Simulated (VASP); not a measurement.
TaSi, 4 atoms in the cell. Symmetry: P-3m1, No. 164, trigonal system. Conventional cell: a = 3.421 Å, b = 3.421 Å, c = 6.739 Å, α = 90.00°, β = 90.00°, γ = 120.00°. Ta (site symmetry 3m) has 4 Si at 2.60 to 2.94 Å and 3 Ta at 2.88 Å within 3.4 Å. Within 3.1 Å of Si (site symmetry 3m) lie 3 Si at 2.33 Å and 4 Ta at 2.60 to 2.94 Å. 

| Item | Value |
| --- | --- |
| Program | VASP 6.6.1 |
| Task | relaxation of cell and atoms |
| Functional | PBE |
| Potentials or basis | VASP PAW PBE potentials, release 64 (Ta_pv, Si) |
| Cutoff | 600 eV |
| k mesh | 6 × 6 × 4 |
| Occupations | gaussian, width 0.1 eV |
| Spin | no spin polarisation |
| Dipole correction | no |
| Further INCAR settings | ALGO = Normal; EDIFF = 1e-06; IBRION = 2; EDIFFG = -0.04; NSW = 90; ISIF = 3 |

Potentials or basis: VASP PAW PBE potentials, release 64 (Ta_pv, Si).

Run with:

```bash
$ cat potpaw_PBE.64/Ta_pv/POTCAR potpaw_PBE.64/Si/POTCAR > POTCAR
$ mpirun -np 1 vasp_std > vasp.out
```

Hardware: 1 thread of Intel(R) Xeon(R) Platinum 8375C CPU @ 2.90GHz (Ice Lake) (shared host).

Problem. Estimate the wall time of this run.

Solution. Run time: 66 s on 1 thread of Intel(R) Xeon(R) Platinum 8375C CPU @ 2.90GHz (Ice Lake), with other jobs on the host, peak memory 0.22 GiB. Counts: scf iterations 31, k points 24, ion steps 4.
